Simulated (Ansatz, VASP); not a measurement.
# One calculation of C, two programs

Contents of INCAR:

```
SYSTEM = C
PREC = Accurate ; ENCUT = 520
EDIFF = 1E-7 ; ISMEAR = 0
SIGMA = 0.05 ; LREAL = .False.
LASPH = .True. ; NELM = 80
ALGO = Normal ; ISIF = 2
LWAVE = .False. ; LCHARG = .True.
GGA = PS ; LELF = .True.
LVHAR = .True. ; NBANDS = 31
```

File KPOINTS:

```
Automatic mesh
0
Gamma
  12 12 12
  0 0 0
```

The input POSCAR:

```
C
1.0
    1.2534231687      0.7236642039      9.8523323235
   -1.2534231687      0.7236642039      9.8523323235
    0.0000000000     -1.4473284077      9.8523323235
C
10
Direct
    0.0248215789      0.0248215789      0.0248215789
    0.9751784211      0.9751784211      0.9751784211
    0.1086886328      0.1086886328      0.1086886328
    0.8913113672      0.8913113672      0.8913113672
    0.1583653670      0.1583653670      0.1583653670
    0.8416346330      0.8416346330      0.8416346330
    0.3748636560      0.3748636560      0.3748636560
    0.6251363440      0.6251363440      0.6251363440
    0.4253184939      0.4253184939      0.4253184939
    0.5746815061      0.5746815061      0.5746815061
```

Input for Ansatz:

```yaml
crystal:
  lattice:
    - [1.2534231687, 0.7236642039, 9.8523323235]
    - [-1.2534231687, 0.7236642039, 9.8523323235]
    - [0.0, -1.4473284077, 9.8523323235]
  atoms:
    - { symbol: C, position: [0.0248215789, 0.0248215789, 0.0248215789] }
    - { symbol: C, position: [0.9751784211, 0.9751784211, 0.9751784211] }
    - { symbol: C, position: [0.1086886328, 0.1086886328, 0.1086886328] }
    - { symbol: C, position: [0.8913113672, 0.8913113672, 0.8913113672] }
    - { symbol: C, position: [0.158365367, 0.158365367, 0.158365367] }
    - { symbol: C, position: [0.841634633, 0.841634633, 0.841634633] }
    - { symbol: C, position: [0.374863656, 0.374863656, 0.374863656] }
    - { symbol: C, position: [0.625136344, 0.625136344, 0.625136344] }
    - { symbol: C, position: [0.4253184939, 0.4253184939, 0.4253184939] }
    - { symbol: C, position: [0.5746815061, 0.5746815061, 0.5746815061] }
basis:
  ecutwfc: 420
kpoints:
  mp_grid: { grid: [12, 12, 12] }
hamiltonian:
  xc: pbesol
scf:
  occupations: { method: gaussian, width: 0.05 }
output:
  forces: true
  stress: true
  eigenvalues: true
```

Change from the starting cell: strain -0.0450 x Voigt [0, 0, 1, 0, 0, 0], atoms carried along.

Alike in both runs: task single point; functional PBEsol; k mesh 12 × 12 × 12; occupations gaussian, width 0.05 eV; no spin polarisation.

|  | VASP | Ansatz |
| --- | --- | --- |
| version | VASP 6.6.1 | Ansatz 0.2.0 |
| potentials or method | VASP PAW PBE potentials, release 64 (C), cutoff 520 eV | scalar-relativistic, plane waves, PAW |
| valence electrons in the cell | 40 | 40 |

|  | VASP | Ansatz | Ansatz less VASP |
| --- | --- | --- | --- |
| gap on the k mesh at the Fermi level (eV) | 3.93 | 3.93 | +0.007 |
| least direct gap on the mesh (eV) | 4.87 | 4.87 | +0.004 |
| pressure (GPa) | 25.4 | 24.1 | -1.35 |
| traceless stress, the component that is largest in VASP (GPa) | 43.83 | 43.57 | -0.263 |
| rms of the force components (eV/Å) | 0.243 | 0.234 | -0.0087 |

VASP's potentials were made for PBE, not for PBEsol. Atom by atom the forces differ by 0.009 eV/Å (rms over components).
